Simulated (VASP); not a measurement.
Write the native input for VASP 6.6.1 that does the following.

```
Task                   : single point
Functional             : PBEsol
Potentials or basis    : VASP PAW PBE potentials, release 64 (Ti_sv)
Cutoff                 : 520 eV
k mesh                 : 10 × 10 × 10
Occupations            : fermi-dirac, width 0.02 eV
Spin                   : no spin polarisation
Dipole correction      : no
Further INCAR settings : ALGO = Normal; EDIFF = 1e-06; NBANDS = 12
```

The structure of Ti lies in POSCAR:

```
Ti
1.0
   -1.6410000000      1.6410000000      1.6410000000
    1.6410000000     -1.6410000000      1.6410000000
    1.6410000000      1.6410000000     -1.6410000000
Ti
1
Direct
    0.0000000000      0.0000000000      0.0000000000
```

The input as run:

INCAR

```
  PREC = Accurate
  ENCUT = 520
  EDIFF = 1E-6
  ISMEAR = -1
  SIGMA = 0.02
  LREAL = F
  LASPH = T
  NELM = 100
  ALGO = Normal
  ISIF = 2
  LWAVE = F
  LCHARG = T
  GGA = PS
  LELF = T
  LVHAR = T
  NBANDS = 12
```

KPOINTS

```
Automatic mesh
0
Gamma
  10 10 10
```

Potentials or basis: VASP PAW PBE potentials, release 64 (Ti_sv).

Launch:

```bash
$ cat potpaw_PBE.64/Ti_sv/POTCAR > POTCAR
$ mpirun -np 1 vasp_std > vasp.out
```

Results of the run:

```yaml
Pressure: -7.1 GPa
Band_gap_on_the_k_mesh: zero (band 6 reaches 8.74 eV, above the bottom of band 7 at 7.13 eV)
```

Caveat: the PAW data sets were made with another functional, which shifts forces and pressure a little.

It took 14 s on 1 thread of Intel Xeon 8259CL (shared host), peak memory 0.14 GiB.
